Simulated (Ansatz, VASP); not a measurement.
## Ta: VASP beside Ansatz

INCAR

```
  PREC = Accurate
  ENCUT = 520
  EDIFF = 1E-7
  ISMEAR = 0
  SIGMA = 0.1
  LREAL = False
  LASPH = True
  NELM = 60
  ALGO = Normal
  ISIF = 2
  LWAVE = False
  LCHARG = True
  GGA = PE
  LELF = True
  LVHAR = True
  NBANDS = 12
```

KPOINTS

```
regular mesh
0
Gamma
  18 18 18
```

File POSCAR:

```
Ta
1.0
   -1.7129602779      1.7129602779      1.7129602779
    1.7129602779     -1.7129602779      1.7129602779
    1.7129602779      1.7129602779     -1.7129602779
Ta
1
Direct
    0.0000000000      0.0000000000      0.0000000000
```

Input for Ansatz:

```yaml
crystal:
  lattice:
    - [-1.7129602779, 1.7129602779, 1.7129602779]
    - [1.7129602779, -1.7129602779, 1.7129602779]
    - [1.7129602779, 1.7129602779, -1.7129602779]
  atoms:
    - { symbol: Ta, position: [0.0, 0.0, 0.0] }
basis:
  ecutwfc: 420
kpoints:
  mp_grid: { grid: [18, 18, 18] }
hamiltonian:
  xc: pbe
scf:
  occupations: { method: gaussian, width: 0.1 }
output:
  forces: true
  stress: true
  eigenvalues: true
```

Alike in both runs: task single point; functional PBE; k mesh 18 × 18 × 18; occupations gaussian, width 0.1 eV; no spin polarisation.

```csv
,VASP,Ansatz
version,VASP 6.6.1,Ansatz 0.2.0
potentials or method,"VASP PAW PBE potentials, release 64 (Ta_pv), cutoff 520 eV","scalar-relativistic, plane waves, PAW"
valence electrons in the cell,11,13
```

|  | VASP | Ansatz | Ansatz less VASP |
| --- | --- | --- | --- |
| gap on the k mesh at the Fermi level (eV) | none | none | - |
| pressure (GPa) | -15.5 | -15.5 | 0.00 |

A gap of «none» marks a metal or a gap that the smearing closes. VASP's potentials hold 11 valence electrons a cell and Ansatz's 13, so a difference there can come from the potentials and not from the codes.

Spin-orbit coupling is off throughout.
